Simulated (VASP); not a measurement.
# Ge (P6_3/mmc) in VASP: a series of runs, part 2 of 2

VASP 6.6.1. Earlier steps stand in the parts before.

**3. Single point, r2SCAN (strain +0.030 along x and y, +0.030 along z)**

Input file POSCAR:

```
Ge
1.0
    4.1155181624      0.0000000000      0.0000000000
   -2.0577590812      3.5641432784      0.0000000000
    0.0000000000      0.0000000000      6.8007922874
Ge
4
Direct
    0.6666666667      0.3333333333      0.0629814339
    0.3333333333      0.6666666667      0.5629814339
    0.6666666667      0.3333333333      0.4370185661
    0.3333333333      0.6666666667      0.9370185661
```

Input file INCAR.step1:

```
ALGO = Normal
EDIFF = 1E-4
ENCUT = 520
GGA = PE
ISMEAR = 0
LASPH = T
LCHARG = F
LREAL = F
LWAVE = T
NBANDS = 36
NELM = 80
PREC = Accurate
SIGMA = 0.03
```

Input file INCAR.step2:

```
ALGO = Normal
EDIFF = 1E-6
ENCUT = 520
ISIF = 2
ISMEAR = 0
ISTART = 1
LASPH = T
LCHARG = F
LMIXTAU = T
LREAL = F
LWAVE = F
METAGGA = R2SCAN
NBANDS = 36
NELM = 80
PREC = Accurate
SIGMA = 0.03
```

Input file KPOINTS:

```
k-points
0
Gamma
  12 12 6
```

Potentials or basis: VASP PAW PBE potentials, release 64 (Ge_d).

Command:

```sh
$ cat potpaw_PBE.64/Ge_d/POTCAR > POTCAR
$ cp INCAR.step1 INCAR
$ mpirun -np 1 vasp_std > vasp.out
$ cp INCAR.step2 INCAR
$ mpirun -np 1 vasp_std > vasp.out
```

OUTCAR:

```text
EDIFF = 1E-6
   ENCUT = 520
   ISIF = 2
   ISMEAR = 0
   ISTART = 1
   LASPH = T
   LREAL = F
   METAGGA = R2SCAN
   NELM = 80
   PREC = Accurate

 ion  position               nearest neighbor table
   1  0.667  0.333  0.063-   4 2.53   4 2.53   4 2.53   3 2.54
   2  0.333  0.667  0.563-   3 2.53   3 2.53   3 2.53   4 2.54
   3  0.667  0.333  0.437-   2 2.53   2 2.53   2 2.53   1 2.54
   4  0.333  0.667  0.937-   1 2.53   1 2.53   1 2.53   2 2.54

  LATTYP: Found a hexagonal cell.
 ALAT       =     4.1155181624
 C/A-ratio  =     1.6524753431

  Lattice vectors:

 A1 = (   4.1155181624,   0.0000000000,   0.0000000000)
 A2 = (  -2.0577590812,   3.5641432784,   0.0000000000)
 A3 = (   0.0000000000,   0.0000000000,   6.8007922874)

Analysis of symmetry for initial positions (statically):
=====================================================================
 Subroutine PRICEL returns:
 Original cell was already a primitive cell.

 Routine SETGRP: Setting up the symmetry group for a
 hexagonal supercell.

[... 169 lines left out ...]
  free energy    TOTEN  =       -55.27745681 eV

  energy without entropy =      -55.27744168  energy(sigma->0) =      -55.27744925

 E-fermi :   3.9531     XC(G=0): -10.3176

 val. band max:        3.9075606858   @ k =   0.0000   0.0000   0.0000
 cond. band min:       3.9927651133   @ k =   0.0000   0.0000   0.1667
 fundamental gap:      0.0852044275
 Fermi energy:         3.9530775717

 k-point     1 :       0.0000    0.0000    0.0000
  band No.  band energies     occupation
      1     -21.5113      2.00000
      2     -21.5112      2.00000
      3     -21.4797      2.00000
      4     -21.4797      2.00000
      5     -21.4792      2.00000
      6     -21.4685      2.00000
[... 925 lines left out ...]
     35      11.0817      0.00000
     36      11.5359      0.00000

 [... further k-points ...]

------------------------ aborting loop because EDIFF is reached ----------------------------------------

  FORCE on cell =-STRESS in cart. coord.  units (eV):
  Direction    XX          YY          ZZ          XY          YZ          ZX
  --------------------------------------------------------------------------------------
  -------------------------------------------------------------------------------------
  Total       -3.1360543     -3.1360543     -3.1632593      0.0000000      0.0000000      0.0000000
  in kB      -50.3680299    -50.3680299    -50.8049693      0.0000000      0.0000000      0.0000000
  external PRESSURE =     -50.5136764 kB  Pullay stress =       0.0000000 kB

 VOLUME and BASIS-vectors are now :
 -----------------------------------------------------------------------------
  energy-cutoff  :      520.00
  volume of cell :       99.76
      direct lattice vectors                 reciprocal lattice vectors
     4.115518162  0.000000000  0.000000000     0.242982769  0.140286167  0.000000000
    -2.057759081  3.564143278  0.000000000     0.000000000  0.280572334  0.000000000
     0.000000000  0.000000000  6.800792287     0.000000000  0.000000000  0.147041691

 POSITION                                       TOTAL-FORCE (eV/Angst)
 -----------------------------------------------------------------------------------
      2.05776      1.18805      0.42832        -0.000000     -0.000000     -0.023482
     -0.00000      2.37610      3.82872         0.000000      0.000000     -0.023482
      2.05776      1.18805      2.97207         0.000000     -0.000000      0.023482
     -0.00000      2.37610      6.37247         0.000000      0.000000      0.023482
 -----------------------------------------------------------------------------------
    total drift:                               -0.000000      0.000000     -0.000000

  FREE ENERGIE OF THE ION-ELECTRON SYSTEM (eV)
  ---------------------------------------------------
  free  energy   TOTEN  =       -55.2774568134 eV

  energy  without entropy=      -55.2774416792  energy(sigma->0) =      -55.27744925
```

OUTCAR.step1:

```text
EDIFF = 1E-4
   ENCUT = 520
   GGA = PE
   ISMEAR = 0
[... 1168 lines left out ...]
      2.05776      1.18805      0.42832         0.000000      0.000000     -0.024840
     -0.00000      2.37610      3.82872        -0.000000     -0.000000     -0.024840
      2.05776      1.18805      2.97207         0.000000     -0.000000      0.024840
     -0.00000      2.37610      6.37247        -0.000000     -0.000000      0.024840
 -----------------------------------------------------------------------------------
    total drift:                               -0.000000      0.000000     -0.000000

  FREE ENERGIE OF THE ION-ELECTRON SYSTEM (eV)
  ---------------------------------------------------
  free  energy   TOTEN  =       -17.9692392097 eV

  energy  without entropy=      -17.9691057456  energy(sigma->0) =      -17.96917248
```

OSZICAR.step1:

```text
N       E                     dE             d eps       ncg     rms          rms(c)
DAV:   1     0.499989271545E+03    0.49999E+03   -0.28389E+04  6384   0.413E+03
DAV:   2     0.689476973143E+02   -0.43104E+03   -0.42017E+03  5472   0.817E+02
DAV:   3    -0.133315270608E+02   -0.82279E+02   -0.81148E+02  5968   0.206E+02
DAV:   4    -0.179953552545E+02   -0.46638E+01   -0.46461E+01  6432   0.564E+01
DAV:   5    -0.180925519836E+02   -0.97197E-01   -0.97165E-01  6128   0.918E+00    0.399E+00
DAV:   6    -0.180111971197E+02    0.81355E-01   -0.59698E-02  6304   0.211E+00    0.236E+00
DAV:   7    -0.179650175170E+02    0.46180E-01   -0.80207E-02  5904   0.212E+00    0.184E-01
DAV:   8    -0.179682290279E+02   -0.32115E-02   -0.11398E-02  6032   0.103E+00    0.881E-02
DAV:   9    -0.179691474734E+02   -0.91845E-03   -0.85968E-04  4752   0.125E-01    0.235E-02
DAV:  10    -0.179692392097E+02   -0.91736E-04   -0.14816E-04  4676   0.115E-01
   1 F= -.17969239E+02 E0= -.17969172E+02  d E =-.133464E-03
```

It took 5.8 min on 1 thread of Intel Xeon 6975P-C (Granite Rapids), shared host; peak memory 0.36 GiB.

What came out:

```
Free energy            : -55.2775 eV
Pressure               : -5.1 GPa
Largest force          : 0.023 eV/Å
Band gap on the k mesh : 0.09 eV (least direct gap 0.10 eV)
```

Forces on the atoms (eV/Å):
```
Ge   0.000  0.000 -0.023
Ge   0.000  0.000 -0.023
Ge   0.000  0.000  0.023
Ge   0.000  0.000  0.023
```

Caveat: the cell differs from its parent crystal (strain +0.030 along x and y, +0.030 along z); the cell stands under tension; the PAW data sets were made with another functional, which shifts forces and pressure a little.

The gap in the log of VASP goes by the Fermi energy; the results here count the filled bands.